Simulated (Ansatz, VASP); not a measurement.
# One calculation of Ag, two programs

```
CELL_PARAMETERS angstrom
2.82728 0.00000 0.00000
-1.41364 2.44850 0.00000
0.00000 0.00000 9.79586
ATOMIC_POSITIONS crystal
Ag 0.33333 0.66667 0.25000
Ag 0.66667 0.33333 0.75000
Ag 0.00000 0.00000 0.00000
Ag 0.00000 0.00000 0.50000
```

Change from the starting cell: volume scaled by 0.94.

Alike in both runs: task single point; functional PBE; k mesh 14 × 14 × 4; occupations fermi-dirac, width 0.08 eV; no spin polarisation.

|  | VASP | Ansatz |
| --- | --- | --- |
| version | VASP 6.6.1 | Ansatz 0.2.0 |
| potentials or method | VASP PAW PBE potentials, release 64 (Ag), cutoff 520 eV | all-electron LAPW, scalar-relativistic |

Ansatz gave:

* pressure (GPa): 6.1
* traceless stress, the component that is largest in VASP (GPa): -4.52

**Question.** Which values does VASP return?

**Answer.** Pressure (GPa): 5.9; traceless stress, the component that is largest in VASP (GPa): -4.49.

Ansatz ran all-electron here, and VASP with PAW potentials.
